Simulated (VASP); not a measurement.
# PtSe2 (I4/mcm) in VASP: notebook

The runs below take PtSe2 through single point, relaxation of cell and atoms, with PBE.

All numbers are computed with VASP 6.6.1; they aren't measurements. Logs are shortened: lines on timing, memory, paths and dates and some standing lists are left out, and cuts for length are marked.

## (1) The cell of the first run

The structure is tetragonal, space group I4/mcm (No. 140). The conventional cell has a = 6.961 Å, b = 6.961 Å, c = 5.795 Å, α = 90.00°, β = 90.00°, γ = 90.00°. Pt (site symmetry 422) has 2 Pt at 2.90 Å and 8 Se at 2.97 Å within 3.8 Å. Se (site symmetry m2m) has 4 Pt at 2.97 Å and 11 Se at 3.29 to 3.71 Å within 3.9 Å.

## (2) Single point, PBE

The input, INCAR:

```
SYSTEM = PtSe2
ALGO = Normal
EDIFF = 1E-6
ENCUT = 520
GGA = PE
ISIF = 2
ISMEAR = 0
LASPH = .True.
LCHARG = .False.
LREAL = .False.
LWAVE = .False.
NBANDS = 31
NELM = 100
PREC = Accurate
SIGMA = 0.1
```

The input, KPOINTS:

```
k-points
0
Gamma
  4 4 4
  0 0 0
```

The input, POSCAR:

```
PtSe2
1.0
   -3.4806046260      3.4806046260      2.8972593184
    3.4806046260     -3.4806046260      2.8972593184
    3.4806046260      3.4806046260     -2.8972593184
Pt Se
2 4
Direct
    0.2500000000      0.2500000000      0.0000000000
    0.7500000000      0.7500000000      0.0000000000
    0.6670000000      0.1670000000      0.8340000000
    0.1670000000      0.3330000000      0.5000000000
    0.3330000000      0.8330000000      0.1660000000
    0.8330000000      0.6670000000      0.5000000000
```

Potentials or basis: VASP PAW PBE potentials, release 64 (Pt, Se).

The run is started by

```
$ cat potpaw_PBE.64/Pt/POTCAR potpaw_PBE.64/Se/POTCAR > POTCAR
$ mpirun -np 1 vasp_std > vasp.out
```

OUTCAR:

```text
SYSTEM = PtSe2
   EDIFF = 1E-6
   ENCUT = 520
   GGA = PE
   ISIF = 2
   ISMEAR = 0
   LASPH = .True.
   LREAL = .False.
   NELM = 100
   PREC = Accurate

 ion  position               nearest neighbor table
   1  0.250  0.250  0.000-   2 2.90   2 2.90   6 2.97   3 2.97   4 2.97   5 2.97   4 2.97   6 2.97
                             3 2.97   5 2.97
   2  0.750  0.750  0.000-   1 2.90   1 2.90   5 2.97   3 2.97   5 2.97   6 2.97   6 2.97   3 2.97
                             4 2.97   4 2.97
   3  0.667  0.167  0.834-   1 2.97   2 2.97   1 2.97   2 2.97
   4  0.167  0.333  0.500-   2 2.97   1 2.97   1 2.97   2 2.97
   5  0.333  0.833  0.166-   1 2.97   2 2.97   1 2.97   2 2.97
   6  0.833  0.667  0.500-   1 2.97   2 2.97   2 2.97   1 2.97

  LATTYP: Found a body centered tetragonal cell.
 ALAT       =     6.9612092520
 C/A-ratio  =     0.8324011572

  Lattice vectors:

 A1 = (  -3.4806046260,   3.4806046260,   2.8972593184)
 A2 = (   3.4806046260,  -3.4806046260,   2.8972593184)
 A3 = (   3.4806046260,   3.4806046260,  -2.8972593184)

Analysis of symmetry for initial positions (statically):
=====================================================================
 Subroutine PRICEL returns:
 Original cell was already a primitive cell.

 Routine SETGRP: Setting up the symmetry group for a
 body centered tetragonal supercell.

 Subroutine GETGRP returns: Found 16 space group operations
 (whereof  8 operations were pure point group operations)
 out of a pool of 16 trial point group operations.

The static configuration has the point symmetry C_4h.
 The point group associated with its full space group is D_4h.

Analysis of symmetry for dynamics (positions and initial velocities):
=====================================================================
 Subroutine PRICEL returns:
 Original cell was already a primitive cell.

 Routine SETGRP: Setting up the symmetry group for a
 body centered tetragonal supercell.

 Subroutine GETGRP returns: Found 16 space group operations
 (whereof  8 operations were pure point group operations)
 out of a pool of 16 trial point group operations.

The dynamic configuration has the point symmetry C_4h.
 The point group associated with its full space group is D_4h.

 Subroutine INISYM returns: Found 16 space group operations
[... 91 lines left out ...]
   ENCUT  =  520.0 eV  38.22 Ry    6.18 a.u.  10.62 10.62 10.62*2*pi/ulx,y,z
   NELM   =    100;   NELMIN=  2; NELMDL= -5     # of ELM steps
   EDIFF  = 0.1E-05   stopping-criterion for ELM
   LREAL  =      F    real-space projection
   EDIFFG = 0.1E-04   stopping-criterion for IOM
   NSW    =      0    number of steps for IOM
   IBRION =     -1    ionic relax: 0-MD 1-quasi-New 2-CG
   NFREE  =      0    steps in history (QN), initial steepest desc. (CG)
   ISIF   =      2    stress and relaxation
   ISYM   =      2    0-nonsym 1-usesym 2-fastsym
   POTIM  = 0.5000    time-step for ionic-motion
   TEBEG  =    0.0;   TEEND  =   0.0 temperature during run
   PSTRESS=    0.0 pullay stress
   NELECT =      44.0000    total number of electrons
   NUPDOWN=      -1.0000    fix difference up-down
   EMIN   =  10.00;   EMAX   =-10.00  energy-range for DOS
   EFERMI =   0.00;   METHOD = LEGACY
   ISMEAR =     0;   SIGMA  =   0.10  broadening in eV -4-tet -1-fermi 0-gaus
   EFERMI_NEDOS =   21; number of points for ismear=-14 and -15
   IALGO  =     38    algorithm
   IMIX   =      4    mixing-type and parameters
     AMIX     =   0.40;   BMIX     =  1.00
     AMIX_MAG =   1.60;   BMIX_MAG =  1.00
  volume/ion in A,a.u.               =      23.40       157.91
  Fermi-wavevector in a.u.,A,eV,Ry     =   1.112005  2.101385 16.824359  1.236556
  Thomas-Fermi vector in A             =   2.248575
   LORBIT       =      0    0 simple, 1 ext, 2 COOP (PROOUT), +10 PAW based schemes
   GGA     = PE    functional components
   LHFCALC =     F    Hartree Fock is set to
   AEXX    =    0.0000 exact exchange contribution
   IVDW    =     0    specifies the selected vdW correction
   LEPSILON=     F    determine dielectric tensor
   LRPA    =     F    only Hartree local field effects (RPA)
 non-spin polarized calculation
 Gauss-broadening in eV      SIGMA  =   0.10
  energy-cutoff  :      520.00
  volume of cell :      140.40
 maximum number of plane-waves:      3808
   NGX = 21   NGY = 21   NGZ = 21

 number of electron      43.9999991 magnetization

 Free energy of the ion-electron system (eV)
  ---------------------------------------------------
  ext. energy  EPLUGINS =         0.00000000
  ---------------------------------------------------
  free energy    TOTEN  =       -22.78764986 eV

  energy without entropy =      -22.73456534  energy(sigma->0) =      -22.76110760

 E-fermi :   4.4953     XC(G=0): -10.2018

 val. band max:        4.4710459955   @ k =   0.5000   0.5000   0.5000
 cond. band min:       4.5000584749   @ k =   0.5000   0.2500   0.0000
 fundamental gap:      0.0290124794
 Fermi energy:         4.4952546649

 k-point     1 :       0.0000    0.0000    0.0000
  band No.  band energies     occupation
      1      -9.6611      2.00000
      2      -8.1851      2.00000
      3      -7.7225      2.00000
      4      -7.7225      2.00000
      5      -0.2312      2.00000
      6       0.0135      2.00000
[... 431 lines left out ...]
     30      10.6936      0.00000
     31      10.6936      0.00000

------------------------ aborting loop because EDIFF is reached ----------------------------------------

  FORCE on cell =-STRESS in cart. coord.  units (eV):
  Direction    XX          YY          ZZ          XY          YZ          ZX
  --------------------------------------------------------------------------------------
  -------------------------------------------------------------------------------------
  Total      -12.8224008    -12.8224008     -7.8037571      0.0000000      0.0000000      0.0000000
  in kB     -146.3265677   -146.3265677    -89.0548511      0.0000000      0.0000000      0.0000000
  external PRESSURE =    -127.2359955 kB  Pullay stress =       0.0000000 kB

 VOLUME and BASIS-vectors are now :
 -----------------------------------------------------------------------------
  energy-cutoff  :      520.00
  volume of cell :      140.40
      direct lattice vectors                 reciprocal lattice vectors
    -3.480604626  3.480604626  2.897259318     0.000000000  0.143653202  0.172576889
     3.480604626 -3.480604626  2.897259318     0.143653202  0.000000000  0.172576889
     3.480604626  3.480604626 -2.897259318     0.143653202  0.143653202  0.000000000

 POSITION                                       TOTAL-FORCE (eV/Angst)
 -----------------------------------------------------------------------------------
      0.00000      0.00000      1.44863        -0.000000     -0.000000     -0.000000
      0.00000      0.00000      4.34589        -0.000000      0.000000     -0.000000
      1.16252      4.64313      0.00000         0.146805      0.146805      0.000000
      2.31808      1.16252      0.00000        -0.146805      0.146805     -0.000000
      2.31808     -1.16252      2.89726        -0.146805     -0.146805     -0.000000
      1.16252      2.31808      2.89726         0.146805     -0.146805     -0.000000
 -----------------------------------------------------------------------------------
    total drift:                               -0.000000     -0.000000      0.000000

  FREE ENERGIE OF THE ION-ELECTRON SYSTEM (eV)
  ---------------------------------------------------
  free  energy   TOTEN  =       -22.7876498613 eV

  energy  without entropy=      -22.7345653430  energy(sigma->0) =      -22.76110760
```

It took 42 s on 1 thread of AMD EPYC 9R45 (Zen 5), shared host; peak memory 0.24 GiB.

Results:

```yaml
Free_energy: -22.7876 eV
Pressure: -12.7 GPa
Largest_force: 0.208 eV/Å
Band_gap_on_the_k_mesh: zero (band 22 reaches 4.71 eV, above the bottom of band 23 at 4.41 eV)
```

Forces in eV/Å, atoms in the order of the input:
```
Pt   0.000  0.000  0.000
Pt   0.000  0.000  0.000
Se   0.147  0.147  0.000
Se  -0.147  0.147  0.000
Se  -0.147 -0.147  0.000
Se   0.147 -0.147  0.000
```

Stress tensor (GPa, compression positive):
```
-14.63   0.00   0.00
  0.00 -14.63   0.00
  0.00   0.00  -8.91
```

Caveat: spin-orbit coupling is left out, which moves the levels of the heavy elements.

## (3) Single point, PBE

This run uses another cell than the first one, of 19.54 Å³/atom, 0.835 times its volume.

The input, INCAR:

```
PREC = Accurate
ENCUT = 520
EDIFF = 1E-6
ISMEAR = 0
SIGMA = 0.1
LREAL = F
LASPH = T
NELM = 100
ALGO = Normal
ISIF = 2
LWAVE = F
LCHARG = F
GGA = PE
NBANDS = 31
```

The input, KPOINTS:

```
Automatic mesh
0
Gamma
  8 8 8
```

The input, POSCAR:

```
PtSe2
1.0
   -2.9439922541      2.9439922541      3.3817849197
    2.9439922541     -2.9439922541      3.3817849197
    2.9439922541      2.9439922541     -3.3817849197
Pt Se
2 4
Direct
    0.2500000000      0.2500000000      0.0000000000
    0.7500000000      0.7500000000      0.0000000000
    0.6784677823      0.1784677823      0.8569355647
    0.1784677823      0.3215322177      0.5000000000
    0.3215322177      0.8215322177      0.1430644353
    0.8215322177      0.6784677823      0.5000000000
```

Potentials or basis: VASP PAW PBE potentials, release 64 (Pt, Se).

The run is started by

```
$ cat potpaw_PBE.64/Pt/POTCAR potpaw_PBE.64/Se/POTCAR > POTCAR
$ mpirun -np 1 vasp_std > vasp.out
```

Wall time 1.8 min (1 thread of AMD EPYC 9R45 (Zen 5), shared host); peak memory 0.32 GiB.

It converged, with:

```yaml
Free_energy: -24.8182 eV
Pressure: -0.1 GPa
Band_gap_on_the_k_mesh: zero (band 22 reaches 7.55 eV, above the bottom of band 23 at 6.09 eV)
```

Levels at points of the mesh, in eV from the Fermi level:
| k point | band 19 | band 20 | band 21 | band 22 | band 23 | band 24 | band 25 | band 26 |
| --- | --- | --- | --- | --- | --- | --- | --- | --- |
| (0.00, 0.00, 0.00) | -2.17 | -1.64 | -1.64 | -1.46 | -0.62 | 0.20 | 1.30 | 1.30 |
| (0.50, 0.00, 0.00) | -1.72 | -1.72 | -1.04 | -1.04 | 0.44 | 0.44 | 1.32 | 1.32 |
| (0.50, 0.50, 0.00) | -1.67 | -1.43 | -1.31 | -0.46 | 0.04 | 0.52 | 0.82 | 2.05 |
| (0.50, 0.50, 0.50) | -0.71 | -0.71 | 0.70 | 0.70 | 1.06 | 1.58 | 2.43 | 2.43 |

Caveat: spin-orbit coupling is left out, which moves the levels of the heavy elements.

## (4) Relaxation of cell and atoms, PBE

This run uses another cell than the first one, of 19.49 Å³/atom, 0.833 times its volume.

The input, INCAR:

```
PREC = Accurate
ENCUT = 600
EDIFF = 1E-7
ISMEAR = 0
SIGMA = 0.1
LREAL = F
LASPH = T
NELM = 100
ALGO = Normal
ISIF = 3
LWAVE = F
LCHARG = F
GGA = PE
IBRION = 2
NSW = 100
EDIFFG = -0.01
```

The input, KPOINTS:

```
regular mesh
0
Gamma
  8 8 8
```

The input, POSCAR:

```
PtSe2
1.0
   -2.9510685722      2.9510685722      3.3567251794
    2.9510685722     -2.9510685722      3.3567251794
    2.9510685722      2.9510685722     -3.3567251794
Pt Se
2 4
Direct
    0.2500000000      0.2500000000      0.0000000000
    0.7500000000      0.7500000000      0.0000000000
    0.6730383846      0.1730383846      0.8460767692
    0.1730383846      0.3269616154      0.5000000000
    0.3269616154      0.8269616154      0.1539232308
    0.8269616154      0.6730383846      0.5000000000
```

Potentials or basis: VASP PAW PBE potentials, release 64 (Pt, Se).

The run is started by

```
$ cat potpaw_PBE.64/Pt/POTCAR potpaw_PBE.64/Se/POTCAR > POTCAR
$ mpirun -np 1 vasp_std > vasp.out
```

OUTCAR:

```text
PREC = Accurate
   ENCUT = 600
   EDIFF = 1E-7
   ISMEAR = 0
   LREAL = F
   LASPH = T
   NELM = 100
   ISIF = 3
   GGA = PE
   IBRION = 2
   NSW = 100
   EDIFFG = -0.01

 ion  position               nearest neighbor table
   1  0.250  0.250  0.000-   3 2.75   5 2.75   4 2.75   6 2.75   4 2.75   6 2.75   5 2.75   3 2.75
                             2 3.36   2 3.36
   2  0.750  0.750  0.000-   3 2.75   5 2.75   4 2.75   6 2.75   6 2.75   4 2.75   3 2.75   5 2.75
                             1 3.36   1 3.36
   3  0.673  0.173  0.846-   1 2.75   2 2.75   1 2.75   2 2.75
   4  0.173  0.327  0.500-   2 2.75   1 2.75   1 2.75   2 2.75
   5  0.327  0.827  0.154-   1 2.75   2 2.75   1 2.75   2 2.75
   6  0.827  0.673  0.500-   1 2.75   2 2.75   2 2.75   1 2.75

  LATTYP: Found a body centered tetragonal cell.
 ALAT       =     5.9021371444
 C/A-ratio  =     1.1374609221

  Lattice vectors:

 A1 = (  -2.9510685722,   2.9510685722,   3.3567251794)
 A2 = (   2.9510685722,  -2.9510685722,   3.3567251794)
 A3 = (   2.9510685722,   2.9510685722,  -3.3567251794)

Analysis of symmetry for initial positions (statically):
=====================================================================
 Subroutine PRICEL returns:
 Original cell was already a primitive cell.

 Routine SETGRP: Setting up the symmetry group for a
[... 295 lines left out ...]

  energy  without entropy=      -24.7923749531  energy(sigma->0) =      -24.80126951

[... ionic steps 4 to 16 ...]

--------------------------------------- Ionic step       17  -------------------------------------------

 number of electron      44.0000000 magnetization

------------------------ aborting loop because EDIFF is reached ----------------------------------------
[... 75 lines left out ...]
--------------------------------------- Ionic step       19  -------------------------------------------

 number of electron      44.0000000 magnetization

 Free energy of the ion-electron system (eV)
  ---------------------------------------------------
  ext. energy  EPLUGINS =         0.00000000
  ---------------------------------------------------
  free energy    TOTEN  =       -24.81801330 eV

  energy without entropy =      -24.80034954  energy(sigma->0) =      -24.80918142

 E-fermi :   6.7281     XC(G=0): -11.0248

 val. band max:        6.7170434023   @ k =  -0.2500   0.5000   0.1250
 cond. band min:       6.7483137074   @ k =   0.3750   0.1250   0.0000
 fundamental gap:      0.0312703051
 Fermi energy:         6.7280929709

 k-point     1 :       0.0000    0.0000    0.0000
  band No.  band energies     occupation
      1      -8.9805      2.00000
      2      -6.3647      2.00000
      3      -6.3647      2.00000
      4      -5.9264      2.00000
      5       0.5531      2.00000
      6       0.9138      2.00000
[... 685 lines left out ...]
     25       8.0746      0.00000
     26       8.0746      0.00000

 [... further k-points ...]

------------------------ aborting loop because EDIFF is reached ----------------------------------------

  FORCE on cell =-STRESS in cart. coord.  units (eV):
  Direction    XX          YY          ZZ          XY          YZ          ZX
  --------------------------------------------------------------------------------------
  -------------------------------------------------------------------------------------
  Total        0.0074499      0.0074499     -0.0441704      0.0000000      0.0000000      0.0000000
  in kB        0.1018783      0.1018783     -0.6040364      0.0000000      0.0000000      0.0000000
  external PRESSURE =      -0.1334266 kB  Pullay stress =       0.0000000 kB
[... 21 lines left out ...]
  FREE ENERGIE OF THE ION-ELECTRON SYSTEM (eV)
  ---------------------------------------------------
  free  energy   TOTEN  =       -24.8180133044 eV

  energy  without entropy=      -24.8003495402  energy(sigma->0) =      -24.80918142

 reached required accuracy - stopping structural energy minimisation
```

It took 27 min on 1 thread of AMD EPYC 9R45 (Zen 5), shared host; peak memory 0.43 GiB.

What came out:

| Quantity | Value |
| --- | --- |
| Free energy | -24.8180 eV |
| Relaxed volume | 19.53 Å³/atom |
| Relaxed cell | a = 5.363 Å, b = 5.363 Å, c = 5.363 Å, α = 113.46°, β = 113.46°, γ = 101.76° |
| Space group after relaxing (to 0.05 Å) | I4/mcm (No. 140) |
| Energy gained by relaxing | 1.9 meV/atom |
| Ionic steps | 19 |
| Pressure after relaxing | 0.0 GPa |
| Largest force after relaxing | 0.009 eV/Å |
| Band gap on the k mesh | zero (band 22 reaches 7.56 eV, above the bottom of band 23 at 6.10 eV) |

Forces on the atoms (eV/Å):
```
Pt   0.000  0.000  0.000
Pt   0.000  0.000  0.000
Se   0.007  0.007  0.000
Se  -0.007  0.007  0.000
Se  -0.007 -0.007  0.000
Se   0.007 -0.007  0.000
```

The path:
```tsv
step	energy change (eV)	largest force (eV/Å)	pressure (GPa)	volume (Å³)
1	0.0000	0.1134	-0.22	116.93
2	-0.0029	0.0951	0.26	116.49
3	-0.0038	0.0758	0.74	116.06
4	-0.0052	0.0702	0.66	116.16
5	-0.0083	0.0526	0.43	116.48
6	-0.0097	0.0170	0.00	117.12
7	-0.0099	0.0277	0.13	116.93
8	-0.0104	0.0277	0.02	117.05
9	-0.0110	0.0283	-0.30	117.41
10	-0.0113	0.0238	-0.20	117.31
11	-0.0115	0.0186	-0.08	117.19
12	-0.0115	0.0172	-0.05	117.16
13	-0.0115	0.0161	-0.01	117.13
14	-0.0116	0.0147	0.03	117.09
15	-0.0116	0.0112	0.11	117.01
16	-0.0116	0.0124	0.08	117.04
17	-0.0116	0.0119	0.04	117.08
18	-0.0116	0.0109	-0.02	117.16
19	-0.0117	0.0094	-0.01	117.16
```

Final structure:
```xyz
6
Lattice="-2.9421 2.9421 3.3839 2.9421 -2.9421 3.3839 2.9421 2.9421 -3.3839" Properties=species:S:1:pos:R:3 pbc="T T T"
Pt    0.0000    0.0000    1.6919
Pt    0.0000    0.0000    5.0758
Se    1.0477    3.9897    0.0000
Se    1.8944    1.0477    0.0000
Se    1.8944   -1.0477    3.3839
Se    1.0477    1.8944    3.3839
```

Levels at points of the mesh, in eV from the Fermi level:
| k point | band 18 | band 19 | band 20 | band 21 | band 22 | band 23 | band 24 | band 25 | band 26 |
| --- | --- | --- | --- | --- | --- | --- | --- | --- | --- |
| (0.00, 0.00, 0.00) | -2.24 | -2.18 | -1.64 | -1.64 | -1.46 | -0.63 | 0.19 | 1.32 | 1.32 |
| (0.50, 0.00, 0.00) | -1.95 | -1.72 | -1.72 | -1.03 | -1.03 | 0.45 | 0.45 | 1.31 | 1.31 |
| (0.50, 0.50, 0.00) | -2.57 | -1.66 | -1.44 | -1.31 | -0.46 | 0.06 | 0.53 | 0.81 | 2.05 |
| (0.50, 0.50, 0.50) | -1.59 | -0.72 | -0.72 | 0.70 | 0.70 | 1.05 | 1.57 | 2.43 | 2.43 |

Caveat: spin-orbit coupling is left out, which moves the levels of the heavy elements.

## (5) Summary

```csv
task,cell,k mesh,cutoff (eV),gap on the mesh (eV),pressure (GPa),largest force (eV/Å)
single point,"a = 5.712 Å, angles 104.9, 104.9, 119.0°, 6 atoms",4 × 4 × 4,520,none,-12.7,0.21
single point,"a = 5.364 Å, angles 113.4, 113.4, 101.8°, 6 atoms",8 × 8 × 8,520,none,-0.1,-
relaxation of cell and atoms,"relaxed from a = 5.356 Å, angles 113.1, 113.1, 102.4°, 6 atoms",8 × 8 × 8,600,none,0.0,0.01
```

Alike in all rows: level PBE; potentials or basis VASP PAW PBE potentials, release 64 (Pt, Se); no spin polarisation; smearing gaussian 0.1 eV.

Caveats: spin-orbit coupling is left out, which moves the levels of the heavy elements.

Absolute energies hang on the potentials; compare differences alone.
